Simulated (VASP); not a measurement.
A run of VASP 6.6.1:

Contents of POSCAR:

```
ZnO2
1.0
    4.8726648841      0.0000000000      0.0000000000
    0.0000000000      4.8726648841      0.0000000000
    0.0000000000      0.0000000000      4.8726648841
Zn O
4 8
Direct
    0.5000000000      0.5000000000      0.0000000000
    0.5000000000      0.0000000000      0.5000000000
    0.0000000000      0.5000000000      0.5000000000
    0.0000000000      0.0000000000      0.0000000000
    0.0877262039      0.9122737961      0.4122737961
    0.9122737961      0.4122737961      0.0877262039
    0.4122737961      0.0877262039      0.9122737961
    0.5877262039      0.5877262039      0.5877262039
    0.9122737961      0.0877262039      0.5877262039
    0.0877262039      0.5877262039      0.9122737961
    0.5877262039      0.9122737961      0.0877262039
    0.4122737961      0.4122737961      0.4122737961
```

INCAR.step1

```
SYSTEM = ZnO2
PREC = Accurate ; ENCUT = 660
ISMEAR = 0 ; SIGMA = 0.1
LREAL = .FALSE. ; LASPH = .TRUE.
NELM = 120 ; NBANDS = 60
GGA = PE ; ALGO = Normal
EDIFF = 1E-5 ; LWAVE = .TRUE.
LCHARG = .FALSE. ; GGA_COMPAT = .FALSE.
```

File INCAR.step2:

```
SYSTEM = ZnO2
PREC = Accurate ; ENCUT = 660
EDIFF = 1E-6 ; ISMEAR = 0
SIGMA = 0.1 ; LREAL = .FALSE.
LASPH = .TRUE. ; NELM = 120
ALGO = Normal ; ISIF = 2
LWAVE = .FALSE. ; LCHARG = .FALSE.
METAGGA = R2SCAN ; LMIXTAU = .TRUE.
NBANDS = 60 ; ISTART = 1
GGA_COMPAT = .FALSE.
```

The input KPOINTS:

```
regular mesh
0
G
  4 4 4
  0 0 0
```

Potentials or basis: VASP PAW PBE potentials, release 64 (Zn, O).

Command:

```console
$ cat potpaw_PBE.64/Zn/POTCAR potpaw_PBE.64/O/POTCAR > POTCAR
$ cp INCAR.step1 INCAR
$ mpirun -np 1 vasp_std > vasp.out
$ cp INCAR.step2 INCAR
$ mpirun -np 1 vasp_std > vasp.out
```

Hardware: 1 thread of Oxide Virtual Turin-like Processor, with other jobs on the host.

Problem. How long does it take, and how much memory?

Solution. It took 6.8 min on 1 thread of Oxide Virtual Turin-like Processor, on a shared host, peak memory 0.29 GiB. Counts: k points 11.
